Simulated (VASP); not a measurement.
A run of VASP 6.6.1 is set up as follows.

The input INCAR:

```
PREC = Accurate ; ENCUT = 520
EDIFF = 1E-6 ; ISMEAR = 0
SIGMA = 0.15 ; LREAL = False
LASPH = True ; NELM = 80
ALGO = Normal ; ISIF = 2
LWAVE = False ; LCHARG = False
GGA = PE ; NBANDS = 14
```

File KPOINTS:

```
regular mesh
0
Gamma
  18 18 18
```

File POSCAR:

```
HfC
1.0
    0.0000000000      2.2901250000      2.2552500000
    2.2901250000      0.0000000000      2.2552500000
    2.2901250000      2.2901250000      0.0000000000
Hf C
1 1
Direct
    0.5000000000      0.5000000000      0.5000000000
    0.0000000000      0.0000000000      0.0000000000
```

Potentials or basis: VASP PAW PBE potentials, release 64 (Hf_pv, C).

Launch:

```sh
$ cat potpaw_PBE.64/Hf_pv/POTCAR potpaw_PBE.64/C/POTCAR > POTCAR
$ mpirun -np 1 vasp_std > vasp.out
```

(1) Estimate the band gap on the k mesh.

(2) What does it give for the pressure?

Results:

(1) zero (band 7 reaches 7.53 eV, above the bottom of band 8 at 5.90 eV).

(2) 16.0 GPa.

Caveat: the cell differs from its parent crystal (strain -0.015 along x and y, -0.030 along z); spin-orbit coupling is left out, which moves the levels of the heavy elements.
